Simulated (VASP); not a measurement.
# YGaF4 (Cmmm) in VASP: notebook

Runs on YGaF4. Level: PBE. Tasks: single point, relaxation of cell and atoms.

Program: VASP 6.6.1. These are calculated values, not measurements. Logs are shortened: lines on timing, memory, paths and dates and some standing lists are left out, and cuts for length are marked.

### 1 The cell of the first run

The structure is orthorhombic, space group Cmmm (No. 65). Conventional cell: a = 7.887 Å, b = 8.381 Å, c = 3.593 Å, α = 90.00°, β = 90.00°, γ = 90.00°. Y (site symmetry mmm) has 6 F at 2.15 to 2.24 Å within 2.8 Å. Within 3.4 Å of Ga (site symmetry mmm) lie 6 F at 2.54 to 2.85 Å. F (site symmetry m2m) has 2 Y at 2.24 Å and 5 F at 2.68 to 3.10 Å and 1 Ga at 2.85 Å within 3.2 Å. F (site symmetry 2mm) has 1 Y at 2.15 Å and 2 Ga at 2.54 Å within 2.8 Å.

### 2 Single point, PBE

INCAR reads:

```
SYSTEM = YGaF4
PREC     = Accurate       ! precision mode
ENCUT    = 520            ! plane-wave cutoff, eV
EDIFF    = 1E-6           ! SCF threshold, eV
ISMEAR   = 0              ! smearing method
SIGMA    = 0.02           ! smearing width, eV
LREAL    = .False.        ! projectors in reciprocal space
LASPH    = .True.         ! aspherical terms in the spheres
NELM     = 80             ! most SCF steps
ALGO     = Normal         ! electronic algorithm
ISIF     = 2              ! what is computed and relaxed
LWAVE    = .False.        ! write WAVECAR
LCHARG   = .True.         ! write CHGCAR
GGA      = PE             ! functional
LELF     = .True.         ! ELF
LVHAR    = .True.       
NBANDS   = 35             ! bands
```

KPOINTS reads:

```
regular mesh
0
Gamma
  4 4 6
  0 0 0
```

POSCAR reads:

```
YGaF4
1.0
    3.9433413774     -4.1905194013      0.0000000000
    3.9433413774      4.1905194013      0.0000000000
    0.0000000000      0.0000000000      3.5925963826
Y Ga F
1 1 4
Direct
    0.5000000000      0.5000000000      0.5000000000
    0.0000000000      0.0000000000      0.0000000000
    0.6599116232      0.3400883768      0.0000000000
    0.3400883768      0.6599116232      0.0000000000
    0.7720811647      0.7720811647      0.5000000000
    0.2279188353      0.2279188353      0.5000000000
```

Potentials or basis: VASP PAW PBE potentials, release 64 (Y_sv, Ga_d, F).

Run with:

```
$ cat potpaw_PBE.64/Y_sv/POTCAR potpaw_PBE.64/Ga_d/POTCAR potpaw_PBE.64/F/POTCAR > POTCAR
$ mpirun -np 1 vasp_std > vasp.out
```

OUTCAR:

```text
SYSTEM = YGaF4
   PREC = Accurate
   ENCUT = 520
   EDIFF = 1E-6
   ISMEAR = 0
   LREAL = .False.
   LASPH = .True.
   NELM = 80
   ISIF = 2
   GGA = PE

 ion  position               nearest neighbor table
   1  0.500  0.500  0.500-   5 2.15   6 2.15   3 2.24   4 2.24   3 2.24   4 2.24
   2  0.000  0.000  0.000-
   3  0.660  0.340  0.000-   1 2.24   1 2.24
   4  0.340  0.660  0.000-   1 2.24   1 2.24
   5  0.772  0.772  0.500-   1 2.15
   6  0.228  0.228  0.500-   1 2.15

  LATTYP: Found a base centered orthorhombic cell.
 ALAT       =     7.8866827548
 B/A-ratio  =     1.0626823803
 C/A-ratio  =     0.4555269299

  Lattice vectors:

 A1 = (   3.9433413774,  -4.1905194013,   0.0000000000)
 A2 = (   3.9433413774,   4.1905194013,   0.0000000000)
 A3 = (   0.0000000000,   0.0000000000,   3.5925963826)

Analysis of symmetry for initial positions (statically):
=====================================================================
 Subroutine PRICEL returns:
 Original cell was already a primitive cell.

 Routine SETGRP: Setting up the symmetry group for a
 base centered orthorhombic supercell.

 Subroutine GETGRP returns: Found  8 space group operations
 (whereof  8 operations were pure point group operations)
 out of a pool of  8 trial point group operations.

The static configuration has the point symmetry D_2h.

Analysis of symmetry for dynamics (positions and initial velocities):
=====================================================================
 Subroutine PRICEL returns:
 Original cell was already a primitive cell.

 Routine SETGRP: Setting up the symmetry group for a
 base centered orthorhombic supercell.

 Subroutine GETGRP returns: Found  8 space group operations
 (whereof  8 operations were pure point group operations)
 out of a pool of  8 trial point group operations.

The dynamic configuration has the point symmetry D_2h.

 Subroutine INISYM returns: Found  8 space group operations
 (whereof  8 operations are pure point group operations),
 and found     1 'primitive' translations

----------------------------------------------------------------------------------------

                                     Primitive cell

  volume of cell :     118.7328

  direct lattice vectors                    reciprocal lattice vectors
     3.943341377 -4.190519401  0.000000000     0.126796022 -0.119316951  0.000000000
     3.943341377  4.190519401  0.000000000     0.126796022  0.119316951  0.000000000
[... 96 lines left out ...]
   NSW    =      0    number of steps for IOM
   IBRION =     -1    ionic relax: 0-MD 1-quasi-New 2-CG
   NFREE  =      0    steps in history (QN), initial steepest desc. (CG)
   ISIF   =      2    stress and relaxation
   ISYM   =      2    0-nonsym 1-usesym 2-fastsym
   POTIM  = 0.5000    time-step for ionic-motion
   TEBEG  =    0.0;   TEEND  =   0.0 temperature during run
   PSTRESS=    0.0 pullay stress
   NELECT =      52.0000    total number of electrons
   NUPDOWN=      -1.0000    fix difference up-down
   EMIN   =  10.00;   EMAX   =-10.00  energy-range for DOS
   EFERMI =   0.00;   METHOD = LEGACY
   ISMEAR =     0;   SIGMA  =   0.02  broadening in eV -4-tet -1-fermi 0-gaus
   EFERMI_NEDOS =   21; number of points for ismear=-14 and -15
   IALGO  =     38    algorithm
   IMIX   =      4    mixing-type and parameters
     AMIX     =   0.40;   BMIX     =  1.00
     AMIX_MAG =   1.60;   BMIX_MAG =  1.00
  volume/ion in A,a.u.               =      19.79       133.54
  Fermi-wavevector in a.u.,A,eV,Ry     =   1.243233  2.349369 21.029536  1.545627
  Thomas-Fermi vector in A             =   2.377552
   LORBIT       =      0    0 simple, 1 ext, 2 COOP (PROOUT), +10 PAW based schemes
   GGA     = PE    functional components
   LHFCALC =     F    Hartree Fock is set to
   AEXX    =    0.0000 exact exchange contribution
   IVDW    =     0    specifies the selected vdW correction
   LEPSILON=     F    determine dielectric tensor
   LRPA    =     F    only Hartree local field effects (RPA)
 non-spin polarized calculation
 Gauss-broadening in eV      SIGMA  =   0.02
  energy-cutoff  :      520.00
  volume of cell :      118.73
 maximum number of plane-waves:      3217
 NGX is ok and might be reduce to    48
   NGX = 21   NGY = 21   NGZ = 13

 number of electron      52.0000032 magnetization

 Free energy of the ion-electron system (eV)
  ---------------------------------------------------
  ext. energy  EPLUGINS =         0.00000000
  ---------------------------------------------------
  free energy    TOTEN  =       -35.65680972 eV

  energy without entropy =      -35.65680972  energy(sigma->0) =      -35.65680972

 E-fermi :  -0.5777     XC(G=0):  -8.0565

 val. band max:       -0.7346209350   @ k =   0.0000   0.0000   0.5000
 cond. band min:       3.0772639637   @ k =   0.5000  -0.0000   0.0000
 fundamental gap:      3.8118848987
 Fermi energy:        -0.5776975850

 k-point     1 :       0.0000    0.0000    0.0000
  band No.  band energies     occupation
      1     -41.8503      2.00000
      2     -23.8341      2.00000
      3     -23.4817      2.00000
      4     -23.1439      2.00000
      5     -22.3297      2.00000
      6     -21.7533      2.00000
[... 901 lines left out ...]
     34       8.4085      0.00000
     35       8.9417      0.00000

 [... further k-points ...]

------------------------ aborting loop because EDIFF is reached ----------------------------------------

  FORCE on cell =-STRESS in cart. coord.  units (eV):
  Direction    XX          YY          ZZ          XY          YZ          ZX
  --------------------------------------------------------------------------------------
  -------------------------------------------------------------------------------------
  Total       -0.0578220     -0.1310362     -0.0737506     -0.0000000      0.0000000      0.0000000
  in kB       -0.7802492     -1.7681998     -0.9951889     -0.0000000      0.0000000      0.0000000
  external PRESSURE =      -1.1812127 kB  Pullay stress =       0.0000000 kB

 VOLUME and BASIS-vectors are now :
 -----------------------------------------------------------------------------
  energy-cutoff  :      520.00
  volume of cell :      118.73
      direct lattice vectors                 reciprocal lattice vectors
     3.943341377 -4.190519401  0.000000000     0.126796022 -0.119316951  0.000000000
     3.943341377  4.190519401  0.000000000     0.126796022  0.119316951  0.000000000
     0.000000000  0.000000000  3.592596383     0.000000000  0.000000000  0.278350222

 POSITION                                       TOTAL-FORCE (eV/Angst)
 -----------------------------------------------------------------------------------
      3.94334      0.00000      1.79630         0.000000      0.000000      0.000000
      0.00000      0.00000      0.00000         0.000000      0.000000      0.000000
      3.94334     -1.34023      0.00000         0.000000     -0.006409      0.000000
      3.94334      1.34023      0.00000         0.000000      0.006409      0.000000
      6.08916      0.00000      1.79630         0.015475      0.000000      0.000000
      1.79752      0.00000      1.79630        -0.015475      0.000000     -0.000000
 -----------------------------------------------------------------------------------
    total drift:                                0.000000     -0.000000      0.000000

  FREE ENERGIE OF THE ION-ELECTRON SYSTEM (eV)
  ---------------------------------------------------
  free  energy   TOTEN  =       -35.6568097181 eV

  energy  without entropy=      -35.6568097181  energy(sigma->0) =      -35.65680972
```

It took 93 s on 1 thread of Intel Xeon Platinum 8488C (Sapphire Rapids), shared host; peak memory 0.32 GiB.

What came out:

* Free energy: -35.6568 eV
* Pressure: -0.1 GPa
* Largest force: 0.015 eV/Å
* Band gap on the k mesh: 3.81 eV (least direct gap 3.90 eV)

Forces on the atoms (eV/Å):
```
Y    0.000  0.000  0.000
Ga   0.000  0.000  0.000
F    0.000 -0.006  0.000
F    0.000  0.006  0.000
F    0.015  0.000  0.000
F   -0.015  0.000  0.000
```

Levels at points of the mesh, in eV from the valence-band top:
| k point | band 23 | band 24 | band 25 | band 26 | band 27 | band 28 | band 29 | band 30 |
| --- | --- | --- | --- | --- | --- | --- | --- | --- |
| (0.00, 0.00, 0.00) | -2.84 | -2.73 | -2.59 | -1.25 | 4.60 | 4.74 | 5.38 | 5.92 |
| (0.50, 0.00, 0.00) | -2.78 | -2.71 | -2.68 | -0.55 | 3.81 | 4.91 | 5.16 | 6.05 |
| (0.50, 0.50, 0.00) | -2.87 | -2.85 | -2.65 | -1.11 | 4.36 | 4.83 | 4.98 | 6.02 |
| (0.00, 0.00, 0.50) | -2.99 | -2.80 | -2.68 | 0.00 | 3.90 | 5.44 | 5.69 | 5.71 |
| (0.50, 0.00, 0.50) | -3.19 | -2.94 | -2.70 | -0.08 | 4.52 | 5.38 | 5.43 | 5.46 |
| (0.50, 0.50, 0.50) | -2.83 | -2.80 | -2.76 | -0.08 | 4.25 | 5.06 | 5.50 | 5.62 |

A k mesh can miss the band edges.

### 3 Relaxation of cell and atoms, PBE

This run uses another cell than the first one, of 19.62 Å³/atom.

INCAR reads:

```
PREC     = Accurate       # precision mode
ENCUT    = 600            # plane-wave cutoff, eV
EDIFF    = 1E-6           # SCF threshold, eV
ISMEAR   = 0              # smearing method
SIGMA    = 0.02           # smearing width, eV
LREAL    = False          # projectors in reciprocal space
LASPH    = True           # aspherical terms in the spheres
NELM     = 60             # most SCF steps
ALGO     = Normal         # electronic algorithm
ISIF     = 3              # what is computed and relaxed
LWAVE    = False          # write WAVECAR
LCHARG   = False          # write CHGCAR
GGA      = PE             # functional
IBRION   = 2              # ionic algorithm
NSW      = 100            # ionic steps
EDIFFG   = -0.01          # ionic threshold
```

KPOINTS reads:

```
Automatic mesh
0
Gamma
  4 4 6
```

POSCAR reads:

```
YGaF4
1.0
    3.9532672788     -4.1365298455      0.0000000000
    3.9532672788      4.1365298455      0.0000000000
    0.0000000000      0.0000000000      3.5994619134
Y Ga F
1 1 4
Direct
    0.5000000000      0.5000000000      0.5000000000
    0.0000000000      0.0000000000      0.0000000000
    0.6619691754      0.3380308246      0.0000000000
    0.3380308246      0.6619691754      0.0000000000
    0.7710123570      0.7710123570      0.5000000000
    0.2289876430      0.2289876430      0.5000000000
```

Potentials or basis: VASP PAW PBE potentials, release 64 (Y_sv, Ga_d, F).

Run with:

```
$ cat potpaw_PBE.64/Y_sv/POTCAR potpaw_PBE.64/Ga_d/POTCAR potpaw_PBE.64/F/POTCAR > POTCAR
$ mpirun -np 1 vasp_std > vasp.out
```

Run time: 7.8 min. Hardware: 1 thread of Intel Xeon Platinum 8488C (Sapphire Rapids), shared host; peak memory 0.34 GiB.

Results (log left out):

| Property | Result |
| --- | --- |
| Free energy | -35.6634 eV |
| Relaxed volume | 19.51 Å³/atom |
| Relaxed cell | a = 5.713 Å, b = 5.713 Å, c = 3.591 Å, α = 90.00°, β = 90.00°, γ = 92.76° |
| Space group after relaxing (to 0.1 Å) | Cmmm (No. 65) |
| Energy gained by relaxing | 0.1 meV/atom |
| Ionic steps | 11 |
| Pressure after relaxing | 0.0 GPa |
| Largest force after relaxing | 0.010 eV/Å |
| Band gap on the k mesh | 3.80 eV (least direct gap 3.84 eV) |

Forces on the atoms (eV/Å):
```
Y    0.000  0.000  0.000
Ga   0.000  0.000  0.000
F    0.000  0.010  0.000
F    0.000 -0.010  0.000
F    0.005  0.000  0.000
F   -0.005  0.000  0.000
```

The path:
```tsv
step	energy change (eV)	largest force (eV/Å)	pressure (GPa)	volume (Å³)
1	0.0000	0.0356	-0.19	117.72
2	-0.0005	0.0373	-0.01	117.33
3	-0.0005	0.0378	0.01	117.26
4	-0.0005	0.0385	0.10	117.11
5	-0.0005	0.0373	0.01	117.20
6	-0.0005	0.0390	0.09	117.15
7	-0.0005	0.0383	0.05	117.18
8	-0.0007	0.0119	0.03	117.13
9	-0.0006	0.0188	-0.01	117.08
10	-0.0007	0.0057	-0.01	117.10
11	-0.0007	0.0099	0.02	117.06
```

Final structure:
```cif
data_structure
_symmetry_space_group_name_H-M 'P 1'
_symmetry_Int_Tables_number 1
_cell_length_a 5.7127
_cell_length_b 5.7127
_cell_length_c 3.5912
_cell_angle_alpha 90.000
_cell_angle_beta 90.000
_cell_angle_gamma 92.761
_cell_volume 117.06
loop_
_atom_site_label
_atom_site_type_symbol
_atom_site_fract_x
_atom_site_fract_y
_atom_site_fract_z
_atom_site_occupancy
Y1 Y 0.50000 0.50000 0.50000 1
Ga1 Ga 0.00000 0.00000 0.00000 1
F1 F 0.66214 0.33786 0.00000 1
F2 F 0.33786 0.66214 0.00000 1
F3 F 0.77196 0.77196 0.50000 1
F4 F 0.22804 0.22804 0.50000 1
```

Levels at points of the mesh, in eV from the valence-band top:
| k point | band 23 | band 24 | band 25 | band 26 | band 27 | band 28 | band 29 | band 30 |
| --- | --- | --- | --- | --- | --- | --- | --- | --- |
| (0.00, 0.00, 0.00) | -2.90 | -2.79 | -2.67 | -1.27 | 4.53 | 4.80 | 5.36 | 5.86 |
| (0.50, 0.00, 0.00) | -2.84 | -2.77 | -2.75 | -0.55 | 3.80 | 4.85 | 5.14 | 6.00 |
| (0.50, 0.50, 0.00) | -2.94 | -2.91 | -2.72 | -1.11 | 4.41 | 4.79 | 4.90 | 5.96 |
| (0.00, 0.00, 0.50) | -3.07 | -2.86 | -2.74 | 0.00 | 3.84 | 5.38 | 5.62 | 5.69 |
| (0.50, 0.00, 0.50) | -3.26 | -3.01 | -2.76 | -0.08 | 4.48 | 5.31 | 5.39 | 5.48 |
| (0.50, 0.50, 0.50) | -2.89 | -2.85 | -2.83 | -0.08 | 4.21 | 5.08 | 5.44 | 5.54 |

A k mesh can miss the band edges.
